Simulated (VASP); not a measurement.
A run of VASP 6.6.1:

Contents of INCAR:

```
SYSTEM = Ge
  ALGO = Normal
  EDIFF = 1E-6
  ENCUT = 520
  GGA = PE
  ISIF = 2
  ISMEAR = 0
  ISPIN = 2
  LASPH = .True.
  LCHARG = .True.
  LELF = .True.
  LORBIT = 11
  LREAL = .False.
  LVHAR = .True.
  LWAVE = .False.
  MAGMOM = 0.5 0.5
  NBANDS = 25
  NELM = 150
  PREC = Accurate
  SIGMA = 0.05
```

The input KPOINTS:

```
k-points
0
Gamma
  1 1 16
  0 0 0
```

File POSCAR:

```
Ge
1.0
   10.0000000000      0.0000000000      0.0000000000
    0.0000000000      9.3000000000      0.0000000000
    0.0000000000      0.0000000000      4.0412807468
Ge
2
Direct
    0.4494839907      0.5000000000      0.0000000000
    0.5505160093      0.5000000000      0.5000000000
```

Potentials or basis: VASP PAW PBE potentials, release 64 (Ge_d).

Launch:

```sh
$ cat potpaw_PBE.64/Ge_d/POTCAR > POTCAR
$ mpirun -np 1 vasp_std > vasp.out
```

Hardware: 1 thread of Intel(R) Xeon(R) Platinum 8488C (Sapphire Rapids), on a shared host.

Q: How long does it take, and how much memory?

A: Run time: 3.1 min on 1 thread of Intel(R) Xeon(R) Platinum 8488C (Sapphire Rapids) (shared host), peak memory 0.6 GiB. Counts: scf iterations 23, k points 9.
